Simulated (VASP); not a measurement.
# Tl (P1) in VASP: further runs, part 2 of 2

VASP 6.6.1.

**3. Single point, PBEsol**

INCAR

```
SYSTEM = Tl
ALGO = Normal ; EDIFF = 1E-7
ENCUT = 520 ; GGA = PS
ISIF = 2 ; ISMEAR = -1
LASPH = .True. ; LCHARG = .False.
LREAL = .False. ; LWAVE = .False.
NBANDS = 34 ; NELM = 100
PREC = Accurate ; SIGMA = 0.08
```

KPOINTS

```
k-points
0
Gamma
  3 6 4
  0 0 0
```

POSCAR

```
Tl
1.0
    6.9120000000      0.0000000000      0.0000000000
   -1.7280000000      2.9929837955      0.0000000000
    0.0000000000      0.0000000000      5.5250000000
Tl
4
Direct
    0.1629630623      0.6592909066      0.2455002715
    0.6722390541      0.6883207998      0.2525194570
    0.3378844285      0.3467315799      0.7462819910
    0.8285114193      0.3112285477      0.7550034389
```

Potentials or basis: VASP PAW PBE potentials, release 64 (Tl_d).

Run with:

```console
> cat potpaw_PBE.64/Tl_d/POTCAR > POTCAR
> mpirun -np 1 vasp_std > vasp.out
```

OUTCAR:

```text
SYSTEM = Tl
   EDIFF = 1E-7
   ENCUT = 520
   GGA = PS
   ISIF = 2
   ISMEAR = -1
   LASPH = .True.
   LREAL = .False.
   NELM = 100
   PREC = Accurate

 ion  position               nearest neighbor table
   1  0.163  0.659  0.246-   4 3.37   2 3.37   3 3.40   3 3.40   3 3.44   2 3.44   3 3.45   4 3.45
                             2 3.47   2 3.54
   2  0.672  0.688  0.253-   4 3.32   4 3.34   1 3.37   3 3.38   4 3.44   3 3.44   1 3.44   4 3.46
                             1 3.47   1 3.54
   3  0.338  0.347  0.746-   4 3.36   2 3.38   1 3.40   1 3.40   2 3.44   1 3.44   1 3.45   4 3.45
                             4 3.46   4 3.55
   4  0.829  0.311  0.755-   2 3.32   2 3.34   3 3.36   1 3.37   2 3.44   3 3.45   1 3.45   2 3.46
                             3 3.46   3 3.55

  Warning from LATTYP: Monoclinic adjustment (A1->A3, A2->A1, A3->A2)!
  LATTYP: Found a simple orthorhombic cell.
 ALAT       =     3.4560000000
 B/A-ratio  =     1.5986689815
 C/A-ratio  =     1.7320508076

  Lattice vectors:

 A1 = (  -1.7280000000,   2.9929837955,   0.0000000000)
 A2 = (   0.0000000000,   0.0000000000,   5.5250000000)
 A3 = (   5.1840000000,   2.9929837955,   0.0000000000)

Analysis of symmetry for initial positions (statically):
=====================================================================
 Subroutine PRICEL returns:
 Original cell was already a primitive cell.

 Routine SETGRP: Setting up the symmetry group for a
 simple orthorhombic supercell.

 Subroutine GETGRP returns: Found  1 space group operations
 (whereof  1 operations were pure point group operations)
 out of a pool of  8 trial point group operations.

The static configuration has the point symmetry C_1 .

Analysis of symmetry for dynamics (positions and initial velocities):
=====================================================================
 Subroutine PRICEL returns:
 Original cell was already a primitive cell.

 Routine SETGRP: Setting up the symmetry group for a
 simple orthorhombic supercell.

 Subroutine GETGRP returns: Found  1 space group operations
 (whereof  1 operations were pure point group operations)
 out of a pool of  8 trial point group operations.

The dynamic configuration has the point symmetry C_1 .

 Subroutine INISYM returns: Found  1 space group operations
 (whereof  1 operations are pure point group operations),
 and found     1 'primitive' translations

----------------------------------------------------------------------------------------

                                     Primitive cell

  volume of cell :     114.2985

  direct lattice vectors                    reciprocal lattice vectors
     6.912000000  0.000000000  0.000000000     0.144675926  0.083528685  0.000000000
    -1.728000000  2.992983795  0.000000000     0.000000000  0.334114739  0.000000000
     0.000000000  0.000000000  5.525000000     0.000000000  0.000000000  0.180995475

  length of vectors
     6.912000000  3.456000000  5.525000000     0.167057370  0.334114739  0.180995475

  position of ions in fractional coordinates (direct lattice)
     0.162963062  0.659290907  0.245500271
     0.672239054  0.688320800  0.252519457
     0.337884428  0.346731580  0.746281991
     0.828511419  0.311228548  0.755003439

[... 29 lines left out ...]
 ===========================================

 Found     38 irreducible k-points:

 Following reciprocal coordinates:
            Coordinates               Weight
  0.000000  0.000000  0.000000      1.000000
  0.333333  0.000000  0.000000      2.000000
  0.000000  0.166667  0.000000      2.000000
 -0.333333  0.166667  0.000000      2.000000
  0.333333  0.166667  0.000000      2.000000
  0.000000  0.333333  0.000000      2.000000
[... 16 lines left out ...]
 -0.333333 -0.333333 -0.250000      2.000000
 -0.333333  0.333333  0.250000      2.000000
 [... further k-points ...]
   k-points           NKPTS =     38   k-points in BZ     NKDIM =     38   number of bands    NBANDS=     34
   number of dos      NEDOS =    301   number of ions     NIONS =      4
   total plane-waves  NPLWV =  63504
   dimension x,y,z NGX =    54 NGY =   28 NGZ =   42
   dimension x,y,z NGXF=   108 NGYF=   56 NGZF=   84
   ions per type =               4
   NGX,Y,Z   is equivalent  to a cutoff of  12.99, 13.47, 12.64 a.u.
   NGXF,Y,Z  is equivalent  to a cutoff of  25.98, 26.94, 25.28 a.u.
 SYSTEM =  Tl
   PREC   = accura    normal or accurate (medium, high low for compatibility)
   ISTART =      0    job   : 0-new  1-cont  2-samecut
   ICHARG =      2    charge: 1-file 2-atom 10-const
   ISPIN  =      1    spin polarized calculation?
   LNONCOLLINEAR =      F non collinear calculations
   LSORBIT =      F    spin-orbit coupling
   LASPH  =      T    aspherical Exc in radial PAW
   ENCUT  =  520.0 eV  38.22 Ry    6.18 a.u.  12.85  6.43 10.27*2*pi/ulx,y,z
   NELM   =    100;   NELMIN=  2; NELMDL= -5     # of ELM steps
   EDIFF  = 0.1E-06   stopping-criterion for ELM
   LREAL  =      F    real-space projection
   EDIFFG = 0.1E-05   stopping-criterion for IOM
   NSW    =      0    number of steps for IOM
   IBRION =     -1    ionic relax: 0-MD 1-quasi-New 2-CG
   NFREE  =      0    steps in history (QN), initial steepest desc. (CG)
   ISIF   =      2    stress and relaxation
   ISYM   =      2    0-nonsym 1-usesym 2-fastsym
   POTIM  = 0.5000    time-step for ionic-motion
   TEBEG  =    0.0;   TEEND  =   0.0 temperature during run
   PSTRESS=    0.0 pullay stress
   NELECT =      52.0000    total number of electrons
   NUPDOWN=      -1.0000    fix difference up-down
   EMIN   =  10.00;   EMAX   =-10.00  energy-range for DOS
   EFERMI =   0.00;   METHOD = LEGACY
   ISMEAR =    -1;   SIGMA  =   0.08  broadening in eV -4-tet -1-fermi 0-gaus
   EFERMI_NEDOS =   21; number of points for ismear=-14 and -15
   IALGO  =     38    algorithm
   IMIX   =      4    mixing-type and parameters
     AMIX     =   0.40;   BMIX     =  1.00
     AMIX_MAG =   1.60;   BMIX_MAG =  1.00
  volume/ion in A,a.u.               =      28.57       192.83
  Fermi-wavevector in a.u.,A,eV,Ry     =   1.259107  2.379366 21.569987  1.585349
  Thomas-Fermi vector in A             =   2.392683
   LORBIT       =      0    0 simple, 1 ext, 2 COOP (PROOUT), +10 PAW based schemes
   GGA     = PS    functional components
   LHFCALC =     F    Hartree Fock is set to
   AEXX    =    0.0000 exact exchange contribution
   IVDW    =     0    specifies the selected vdW correction
   LEPSILON=     F    determine dielectric tensor
   LRPA    =     F    only Hartree local field effects (RPA)
 non-spin polarized calculation
  energy-cutoff  :      520.00
  volume of cell :      114.30
 maximum number of plane-waves:      3092
 NGX is ok and might be reduce to    54
   NGX = 25   NGY = 13   NGZ = 21

 number of electron      52.0000006 magnetization

 Free energy of the ion-electron system (eV)
  ---------------------------------------------------
  ext. energy  EPLUGINS =         0.00000000
  ---------------------------------------------------
  free energy    TOTEN  =       -10.47979498 eV

  energy without entropy =      -10.43552502  energy(sigma->0) =      -10.45766000

 E-fermi :   6.4434     XC(G=0): -10.3708

 val. band max:        6.3968337058   @ k =  -0.3333   0.3333  -0.2500
 cond. band min:       6.4685764139   @ k =  -0.3333   0.3333   0.2500
 fundamental gap:      0.0717427081
 Fermi energy:         6.4434264392

 k-point     1 :       0.0000    0.0000    0.0000
  band No.  band energies     occupation
      1      -5.4826      2.00000
      2      -5.3627      2.00000
      3      -5.3327      2.00000
      4      -5.2550      2.00000
      5      -5.1667      2.00000
      6      -5.1309      2.00000
[... 877 lines left out ...]
     33      11.8118      0.00000
     34      11.8982      0.00000

 [... further k-points ...]

------------------------ aborting loop because EDIFF is reached ----------------------------------------

  FORCE on cell =-STRESS in cart. coord.  units (eV):
  Direction    XX          YY          ZZ          XY          YZ          ZX
  --------------------------------------------------------------------------------------
  -------------------------------------------------------------------------------------
  Total       -0.5126707     -0.5442946      0.8580614      0.0442640     -0.0034888      0.0016436
  in kB       -7.1863550     -7.6296434     12.0278652      0.6204696     -0.0489040      0.0230389
  external PRESSURE =      -0.9293777 kB  Pullay stress =       0.0000000 kB

 VOLUME and BASIS-vectors are now :
 -----------------------------------------------------------------------------
  energy-cutoff  :      520.00
  volume of cell :      114.30
      direct lattice vectors                 reciprocal lattice vectors
     6.912000000  0.000000000  0.000000000     0.144675926  0.083528685  0.000000000
    -1.728000000  2.992983795  0.000000000     0.000000000  0.334114739  0.000000000
     0.000000000  0.000000000  5.525000000     0.000000000  0.000000000  0.180995475

 POSITION                                       TOTAL-FORCE (eV/Angst)
 -----------------------------------------------------------------------------------
     -0.01285      1.97325      1.35639         0.048434      0.099648      0.034620
      3.45710      2.06013      1.39517        -0.037458     -0.107399      0.014255
      1.73630      1.03776      4.12321        -0.047610     -0.100727      0.001073
      5.18887      0.93150      4.17139         0.036634      0.108478     -0.049948
 -----------------------------------------------------------------------------------
    total drift:                               -0.000170     -0.000079     -0.000058

  FREE ENERGIE OF THE ION-ELECTRON SYSTEM (eV)
  ---------------------------------------------------
  free  energy   TOTEN  =       -10.4797949808 eV

  energy  without entropy=      -10.4355250209  energy(sigma->0) =      -10.45766000
```

OSZICAR:

```text
N       E                     dE             d eps       ncg     rms          rms(c)
DAV:   1     0.300494015886E+03    0.30049E+03   -0.27896E+04  2584   0.145E+03
DAV:   2    -0.293265013656E+01   -0.30343E+03   -0.29740E+03  2834   0.332E+02
DAV:   3    -0.105648181379E+02   -0.76322E+01   -0.75381E+01  2888   0.441E+01
DAV:   4    -0.106314658936E+02   -0.66648E-01   -0.66584E-01  2848   0.397E+00
DAV:   5    -0.106324547636E+02   -0.98887E-03   -0.98884E-03  2856   0.497E-01    0.450E+00
DAV:   6    -0.105037114841E+02    0.12874E+00   -0.24390E-01  2702   0.304E+00    0.315E+00
DAV:   7    -0.104816184720E+02    0.22093E-01   -0.98704E-02  2672   0.191E+00    0.117E+00
DAV:   8    -0.104797879520E+02    0.18305E-02   -0.72867E-03  2674   0.515E-01    0.736E-02
DAV:   9    -0.104797901136E+02   -0.21617E-05   -0.36249E-05  3026   0.405E-02    0.175E-02
DAV:  10    -0.104797948300E+02   -0.47163E-05   -0.89824E-06  2694   0.207E-02    0.261E-03
DAV:  11    -0.104797949663E+02   -0.13637E-06   -0.10335E-06  2772   0.644E-03    0.928E-04
DAV:  12    -0.104797949808E+02   -0.14489E-07   -0.42023E-08  1416   0.156E-03
   1 F= -.10479795E+02 E0= -.10457660E+02  d E =-.442700E-01
```

Wall time 2.8 min (1 thread of AMD EPYC 9755, shared host); peak memory 0.25 GiB.

Results:

```yaml
Free_energy: -10.4798 eV
Pressure: -0.1 GPa
Largest_force: 0.125 eV/Å
Band_gap_on_the_k_mesh: zero (bands 26 and 27 overlap by 4.34 eV)
```

Forces on the atoms (eV/Å):
```
Tl   0.048  0.100  0.035
Tl  -0.037 -0.107  0.014
Tl  -0.048 -0.101  0.001
Tl   0.037  0.108 -0.050
```

Caveat: the PAW data sets were made with another functional, which shifts forces and pressure a little; spin-orbit coupling is left out, which moves the levels of the heavy elements.

The gap in the log of VASP goes by the Fermi energy; the results here count the filled bands.